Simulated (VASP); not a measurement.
# Hf2SnSe6 (P-31m) in VASP: single point with PBE

Aim: the single point of Hf2SnSe6 with PBE.

Everything below comes from runs of VASP 6.6.1. Logs are shortened: lines on timing, memory, paths and dates and some standing lists are left out, and cuts for length are marked.

## Step 1: The cell of the first run

The structure is trigonal, space group P-31m (No. 162). The conventional cell has a = 6.611 Å, b = 6.611 Å, c = 7.205 Å, α = 90.00°, β = 90.00°, γ = 120.00°. Hf (site symmetry 32) has 6 Se at 2.70 Å within 3.6 Å. Within 3.6 Å of Sn (site symmetry -3m) lie 6 Se at 2.75 Å. Within 3.6 Å of Se (site symmetry m) lie 2 Hf at 2.70 Å and 1 Sn at 2.75 Å.

## Step 2: Single point, PBE

INCAR reads:

```
SYSTEM = Hf2SnSe6
ALGO = Normal
EDIFF = 1E-6
ENCUT = 520
GGA = PE
ISIF = 2
ISMEAR = 0
LASPH = .TRUE.
LCHARG = .FALSE.
LREAL = .FALSE.
LWAVE = .FALSE.
NBANDS = 45
NELM = 80
PREC = Accurate
SIGMA = 0.01
```

KPOINTS reads:

```
k-points
0
G
  6 6 6
  0 0 0
```

POSCAR reads:

```
Hf2SnSe6
1.0
    6.6105192278      0.0000000000      0.0000000000
   -3.3052596139      5.7248775835      0.0000000000
    0.0000000000      0.0000000000      7.2051014654
Hf Sn Se
2 1 6
Direct
    0.6666666667      0.3333333333      0.0000000000
    0.3333333333      0.6666666667      0.0000000000
    0.0000000000      0.0000000000      0.0000000000
    0.6604312518      0.6604312518      0.2202462800
    0.3395687482      0.0000000000      0.2202462800
    0.0000000000      0.3395687482      0.2202462800
    0.0000000000      0.6604312518      0.7797537200
    0.6604312518      0.0000000000      0.7797537200
    0.3395687482      0.3395687482      0.7797537200
```

Potentials or basis: VASP PAW PBE potentials, release 64 (Hf_pv, Sn_d, Se).

Launch:

```bash
> cat potpaw_PBE.64/Hf_pv/POTCAR potpaw_PBE.64/Sn_d/POTCAR potpaw_PBE.64/Se/POTCAR > POTCAR
> mpirun -np 1 vasp_std > vasp.out
```

OUTCAR:

```text
SYSTEM = Hf2SnSe6
   EDIFF = 1E-6
   ENCUT = 520
   GGA = PE
   ISIF = 2
   ISMEAR = 0
   LASPH = .TRUE.
   LREAL = .FALSE.
   NELM = 80
   PREC = Accurate

 ion  position               nearest neighbor table
   1  0.667  0.333  0.000-   6 2.70   8 2.70   7 2.70   5 2.70   9 2.70   4 2.70   2 3.82   2 3.82
                             2 3.82
   2  0.333  0.667  0.000-   7 2.70   5 2.70   6 2.70   8 2.70   4 2.70   9 2.70   1 3.82   1 3.82
                             1 3.82
   3  0.000  0.000  0.000-   5 2.75   8 2.75   6 2.75   7 2.75   4 2.75   9 2.75
   4  0.660  0.660  0.220-   2 2.70   1 2.70   3 2.75
   5  0.340  0.000  0.220-   2 2.70   1 2.70   3 2.75
   6  0.000  0.340  0.220-   1 2.70   2 2.70   3 2.75
   7  0.000  0.660  0.780-   2 2.70   1 2.70   3 2.75
   8  0.660  0.000  0.780-   1 2.70   2 2.70   3 2.75
   9  0.340  0.340  0.780-   1 2.70   2 2.70   3 2.75

  LATTYP: Found a hexagonal cell.
 ALAT       =     6.6105192278
 C/A-ratio  =     1.0899448617

  Lattice vectors:

 A1 = (   6.6105192278,   0.0000000000,   0.0000000000)
 A2 = (  -3.3052596139,   5.7248775835,   0.0000000000)
 A3 = (   0.0000000000,   0.0000000000,   7.2051014654)

Analysis of symmetry for initial positions (statically):
=====================================================================
 Subroutine PRICEL returns:
 Original cell was already a primitive cell.

 Routine SETGRP: Setting up the symmetry group for a
 hexagonal supercell.

 Subroutine GETGRP returns: Found 12 space group operations
 (whereof 12 operations were pure point group operations)
 out of a pool of 24 trial point group operations.

The static configuration has the point symmetry D_3d.

Analysis of symmetry for dynamics (positions and initial velocities):
=====================================================================
 Subroutine PRICEL returns:
 Original cell was already a primitive cell.

 Routine SETGRP: Setting up the symmetry group for a
 hexagonal supercell.

 Subroutine GETGRP returns: Found 12 space group operations
 (whereof 12 operations were pure point group operations)
 out of a pool of 24 trial point group operations.

The dynamic configuration has the point symmetry D_3d.

 Subroutine INISYM returns: Found 12 space group operations
 (whereof 12 operations are pure point group operations),
 and found     1 'primitive' translations

----------------------------------------------------------------------------------------

                                     Primitive cell

  volume of cell :     272.6728

  direct lattice vectors                    reciprocal lattice vectors
     6.610519228  0.000000000  0.000000000     0.151274048  0.087338112  0.000000000
    -3.305259614  5.724877583  0.000000000     0.000000000  0.174676224  0.000000000
     0.000000000  0.000000000  7.205101465     0.000000000  0.000000000  0.138790551

  length of vectors
     6.610519228  6.610519228  7.205101465     0.174676224  0.174676224  0.138790551

  position of ions in fractional coordinates (direct lattice)
     0.666666667  0.333333333  0.000000000
     0.333333333  0.666666667  0.000000000
     0.000000000  0.000000000  0.000000000
     0.660431252  0.660431252  0.220246280
     0.339568748  0.000000000  0.220246280
     0.000000000  0.339568748  0.220246280
     0.000000000  0.660431252  0.779753720
     0.660431252  0.000000000  0.779753720
     0.339568748  0.339568748  0.779753720

  ion indices of the primitive-cell ions
   primitive index   ion index
                 1           1
                 2           2
                 3           3
                 4           4
                 5           5
                 6           6
                 7           7
                 8           8
                 9           9

----------------------------------------------------------------------------------------

 KPOINTS: k-points

Automatic generation of k-mesh.
 Grid dimensions read from file:
 generate k-points for:    6    6    6

 Generating k-lattice:

  Cartesian coordinates                     Fractional coordinates (reciprocal lattice)
     0.025212341  0.014556352  0.000000000     0.166666667 -0.000000000  0.000000000
     0.000000000  0.029112704  0.000000000     0.000000000  0.166666667  0.000000000
     0.000000000  0.000000000  0.023131758     0.000000000  0.000000000  0.166666667

  Length of vectors
     0.029112704  0.029112704  0.023131758

  Shift w.r.t. Gamma in fractional coordinates (k-lattice)
     0.000000000  0.000000000  0.000000000

 Subroutine IBZKPT returns following result:
 ===========================================

 Found     34 irreducible k-points:

 Following reciprocal coordinates:
            Coordinates               Weight
  0.000000  0.000000  0.000000      1.000000
  0.166667  0.000000  0.000000      6.000000
  0.333333  0.000000  0.000000      6.000000
  0.500000  0.000000  0.000000      3.000000
  0.166667  0.166667  0.000000      6.000000
  0.333333  0.166667  0.000000     12.000000
[... 16 lines left out ...]
 -0.166667  0.333333  0.333333      6.000000
  0.333333  0.166667  0.333333     12.000000
 [... further k-points ...]
   k-points           NKPTS =     34   k-points in BZ     NKDIM =     34   number of bands    NBANDS=     45
   number of dos      NEDOS =    301   number of ions     NIONS =      9
   total plane-waves  NPLWV = 135000
   dimension x,y,z NGX =    50 NGY =   50 NGZ =   54
   dimension x,y,z NGXF=   100 NGYF=  100 NGZF=  108
   ions per type =               2   1   6
   NGX,Y,Z   is equivalent  to a cutoff of  12.57, 12.57, 12.46 a.u.
   NGXF,Y,Z  is equivalent  to a cutoff of  25.15, 25.15, 24.92 a.u.
 SYSTEM =  Hf2SnSe6
   PREC   = accura    normal or accurate (medium, high low for compatibility)
   ISTART =      0    job   : 0-new  1-cont  2-samecut
   ICHARG =      2    charge: 1-file 2-atom 10-const
   ISPIN  =      1    spin polarized calculation?
   LNONCOLLINEAR =      F non collinear calculations
   LSORBIT =      F    spin-orbit coupling
   LASPH  =      T    aspherical Exc in radial PAW
   ENCUT  =  520.0 eV  38.22 Ry    6.18 a.u.  12.29 12.29 13.40*2*pi/ulx,y,z
   NELM   =     80;   NELMIN=  2; NELMDL= -5     # of ELM steps
   EDIFF  = 0.1E-05   stopping-criterion for ELM
   LREAL  =      F    real-space projection
   EDIFFG = 0.1E-04   stopping-criterion for IOM
   NSW    =      0    number of steps for IOM
   IBRION =     -1    ionic relax: 0-MD 1-quasi-New 2-CG
   NFREE  =      0    steps in history (QN), initial steepest desc. (CG)
   ISIF   =      2    stress and relaxation
   ISYM   =      2    0-nonsym 1-usesym 2-fastsym
   POTIM  = 0.5000    time-step for ionic-motion
   TEBEG  =    0.0;   TEEND  =   0.0 temperature during run
   PSTRESS=    0.0 pullay stress
   NELECT =      70.0000    total number of electrons
   NUPDOWN=      -1.0000    fix difference up-down
   EMIN   =  10.00;   EMAX   =-10.00  energy-range for DOS
   EFERMI =   0.00;   METHOD = LEGACY
   ISMEAR =     0;   SIGMA  =   0.01  broadening in eV -4-tet -1-fermi 0-gaus
   EFERMI_NEDOS =   21; number of points for ismear=-14 and -15
   IALGO  =     38    algorithm
   IMIX   =      4    mixing-type and parameters
     AMIX     =   0.40;   BMIX     =  1.00
     AMIX_MAG =   1.60;   BMIX_MAG =  1.00
  volume/ion in A,a.u.               =      30.30       204.45
  Fermi-wavevector in a.u.,A,eV,Ry     =   1.040464  1.966191 14.729184  1.082564
  Thomas-Fermi vector in A             =   2.175040
   LORBIT       =      0    0 simple, 1 ext, 2 COOP (PROOUT), +10 PAW based schemes
   GGA     = PE    functional components
   LHFCALC =     F    Hartree Fock is set to
   AEXX    =    0.0000 exact exchange contribution
   IVDW    =     0    specifies the selected vdW correction
   LEPSILON=     F    determine dielectric tensor
   LRPA    =     F    only Hartree local field effects (RPA)
 non-spin polarized calculation
 Gauss-broadening in eV      SIGMA  =   0.01
  energy-cutoff  :      520.00
  volume of cell :      272.67
 maximum number of plane-waves:      7394
 NGX is ok and might be reduce to    50
   NGX = 25   NGY = 25   NGZ = 27

 number of electron      70.0000011 magnetization

 Free energy of the ion-electron system (eV)
  ---------------------------------------------------
  ext. energy  EPLUGINS =         0.00000000
  ---------------------------------------------------
  free energy    TOTEN  =       -53.38317379 eV

  energy without entropy =      -53.38317379  energy(sigma->0) =      -53.38317379

 E-fermi :   1.9287     XC(G=0):  -8.5065

 val. band max:        1.8756067917   @ k =   0.0000   0.0000   0.0000
 cond. band min:       2.0275160984   @ k =  -0.3333  -0.3333   0.1667
 fundamental gap:      0.1519093067
 Fermi energy:         1.9286742976

 k-point     1 :       0.0000    0.0000    0.0000
  band No.  band energies     occupation
      1     -29.3013      2.00000
      2     -29.3013      2.00000
      3     -29.2520      2.00000
      4     -29.2520      2.00000
      5     -29.2435      2.00000
      6     -29.2266      2.00000
[... 37 lines left out ...]
     44       6.3345      0.00000
     45       6.3446      0.00000

 k-point     2 :       0.1667    0.0000    0.0000
  band No.  band energies     occupation
      1     -29.3024      2.00000
      2     -29.2989      2.00000
      3     -29.2545      2.00000
      4     -29.2510      2.00000
      5     -29.2425      2.00000
      6     -29.2275      2.00000
[... 37 lines left out ...]
     44       6.3330      0.00000
     45       6.5620      0.00000

 k-point     3 :       0.3333    0.0000    0.0000
  band No.  band energies     occupation
      1     -29.3045      2.00000
      2     -29.2931      2.00000
      3     -29.2604      2.00000
      4     -29.2491      2.00000
      5     -29.2398      2.00000
      6     -29.2301      2.00000
[... 37 lines left out ...]
     44       6.1311      0.00000
     45       6.6539      0.00000

 k-point     4 :       0.5000    0.0000    0.0000
  band No.  band energies     occupation
      1     -29.3055      2.00000
      2     -29.2892      2.00000
      3     -29.2644      2.00000
      4     -29.2483      2.00000
      5     -29.2375      2.00000
      6     -29.2322      2.00000
[... 901 lines left out ...]
     44       6.1376      0.00000
     45       6.5477      0.00000

 k-point    23 :      -0.1667    0.3333    0.3333
  band No.  band energies     occupation
      1     -29.3044      2.00000
      2     -29.2941      2.00000
      3     -29.2594      2.00000
      4     -29.2491      2.00000
      5     -29.2406      2.00000
      6     -29.2293      2.00000
[... 37 lines left out ...]
     44       6.4715      0.00000
     45       6.5908      0.00000

 k-point    24 :       0.3333    0.1667    0.3333
  band No.  band energies     occupation
      1     -29.3063      2.00000
      2     -29.2869      2.00000
      3     -29.2667      2.00000
      4     -29.2471      2.00000
      5     -29.2377      2.00000
      6     -29.2321      2.00000
[... 37 lines left out ...]
     44       6.2548      0.00000
     45       6.3685      0.00000

 [... further k-points ...]

------------------------ aborting loop because EDIFF is reached ----------------------------------------

  FORCE on cell =-STRESS in cart. coord.  units (eV):
  Direction    XX          YY          ZZ          XY          YZ          ZX
  --------------------------------------------------------------------------------------
  -------------------------------------------------------------------------------------
  Total       -0.2481158     -0.2481158     -0.2709257      0.0000000     -0.0000000      0.0000000
  in kB       -1.4578847     -1.4578847     -1.5919116      0.0000000     -0.0000000      0.0000000
  external PRESSURE =      -1.5025603 kB  Pullay stress =       0.0000000 kB

 VOLUME and BASIS-vectors are now :
 -----------------------------------------------------------------------------
  energy-cutoff  :      520.00
  volume of cell :      272.67
      direct lattice vectors                 reciprocal lattice vectors
     6.610519228  0.000000000  0.000000000     0.151274048  0.087338112  0.000000000
    -3.305259614  5.724877583  0.000000000     0.000000000  0.174676224  0.000000000
     0.000000000  0.000000000  7.205101465     0.000000000  0.000000000  0.138790551

 POSITION                                       TOTAL-FORCE (eV/Angst)
 -----------------------------------------------------------------------------------
      3.30526      1.90829      0.00000        -0.000000      0.000000      0.000000
     -0.00000      3.81659      0.00000        -0.000000     -0.000000      0.000000
      0.00000      0.00000      0.00000        -0.000000      0.000000      0.000000
      2.18290      3.78089      1.58690        -0.011612     -0.020113     -0.027489
      2.24473      0.00000      1.58690         0.023224     -0.000000     -0.027489
     -1.12236      1.94399      1.58690        -0.011612      0.020113     -0.027489
     -2.18290      3.78089      5.61820         0.011612     -0.020113      0.027489
      4.36579      0.00000      5.61820        -0.023224      0.000000      0.027489
      1.12236      1.94399      5.61820         0.011612      0.020113      0.027489
 -----------------------------------------------------------------------------------
    total drift:                                0.000000     -0.000000     -0.000000

  FREE ENERGIE OF THE ION-ELECTRON SYSTEM (eV)
  ---------------------------------------------------
  free  energy   TOTEN  =       -53.3831737898 eV

  energy  without entropy=      -53.3831737898  energy(sigma->0) =      -53.38317379
```

Wall time 7.8 min (1 thread of Intel Xeon Platinum 8259CL at 2.50GHz (Skylake/Cascade Lake), shared host); peak memory 0.59 GiB.

What came out:

| Property | Result |
| --- | --- |
| Free energy | -53.3832 eV |
| Pressure | -0.2 GPa |
| Largest force | 0.036 eV/Å |
| Band gap on the k mesh | 0.15 eV (least direct gap 0.52 eV) |

Forces in eV/Å, atoms in the order of the input:
```
Hf   0.000  0.000  0.000
Hf   0.000  0.000  0.000
Sn   0.000  0.000  0.000
Se  -0.012 -0.020 -0.027
Se   0.023  0.000 -0.027
Se  -0.012  0.020 -0.027
Se   0.012 -0.020  0.027
Se  -0.023  0.000  0.027
Se   0.012  0.020  0.027
```

Caveat: semilocal functionals underestimate gaps, and a narrow one can read as zero; spin-orbit coupling is left out, which moves the levels of the heavy elements; this functional lacks dispersion, which binds layers or chains, so the pressure and a relaxed spacing across them are unreliable.
